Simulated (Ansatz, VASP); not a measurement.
**One calculation of In3AgI4, two programs**

File INCAR:

```
PREC = Accurate
ENCUT = 520
EDIFF = 1E-7
ISMEAR = 0
SIGMA = 0.1
LREAL = F
LASPH = T
NELM = 60
ALGO = Normal
ISIF = 2
LWAVE = F
LCHARG = T
GGA = PE
LELF = T
LVHAR = T
NBANDS = 49
```

The input KPOINTS:

```
Automatic mesh
0
Gamma
  2 2 2
```

POSCAR

```
In3AgI4
1.0
    8.3016781500      0.0000000000      0.0000000000
    0.0000000000      8.3016781500      0.0000000000
    0.0000000000      0.0000000000      8.3016781500
In Ag I
3 1 4
Direct
    0.5000000000      0.0000000000      0.0000000000
    0.0000000000      0.5000000000      0.0000000000
    0.0000000000      0.0000000000      0.5000000000
    0.5000000000      0.5000000000      0.5000000000
    0.0000000000      0.5000000000      0.5000000000
    0.5000000000      0.0000000000      0.5000000000
    0.5000000000      0.5000000000      0.0000000000
    0.0000000000      0.0000000000      0.0000000000
```

Input for Ansatz:

```yaml
crystal:
  lattice:
    - [8.30167815, 0.0, 0.0]
    - [0.0, 8.30167815, 0.0]
    - [0.0, 0.0, 8.30167815]
  atoms:
    - { symbol: In, position: [0.5, 0.0, 0.0] }
    - { symbol: In, position: [0.0, 0.5, 0.0] }
    - { symbol: In, position: [0.0, 0.0, 0.5] }
    - { symbol: Ag, position: [0.5, 0.5, 0.5] }
    - { symbol: I, position: [0.0, 0.5, 0.5] }
    - { symbol: I, position: [0.5, 0.0, 0.5] }
    - { symbol: I, position: [0.5, 0.5, 0.0] }
    - { symbol: I, position: [0.0, 0.0, 0.0] }
basis:
  ecutwfc: 420
kpoints:
  mp_grid: { grid: [2, 2, 2] }
hamiltonian:
  xc: pbe
scf:
  occupations: { method: gaussian, width: 0.1 }
  lower_state_search: "off"
output:
  forces: true
  stress: true
  eigenvalues: true
```

Alike in both runs: task single point; functional PBE; k mesh 2 × 2 × 2; occupations gaussian, width 0.1 eV; no spin polarisation.

|  | VASP | Ansatz |
| --- | --- | --- |
| version | VASP 6.6.1 | Ansatz 0.2.0 |
| potentials or method | VASP PAW PBE potentials, release 64 (In_d, Ag, I), cutoff 520 eV | scalar-relativistic, plane waves, PAW |
| valence electrons in the cell | 78 | 126 |

```tsv
	VASP	Ansatz	Ansatz less VASP
gap on the k mesh at the Fermi level (eV)	0.75	0.75	+0.001
least direct gap on the mesh (eV)	1.03	1.04	+0.002
pressure (GPa)	-2.1	-2.1	+0.01
```

The functional is the same, so the differences come from potentials, cutoffs and numerics. VASP's potentials hold 78 valence electrons a cell and Ansatz's 126, so a difference there can come from the potentials and not from the codes.

Neither program's run includes spin-orbit coupling.
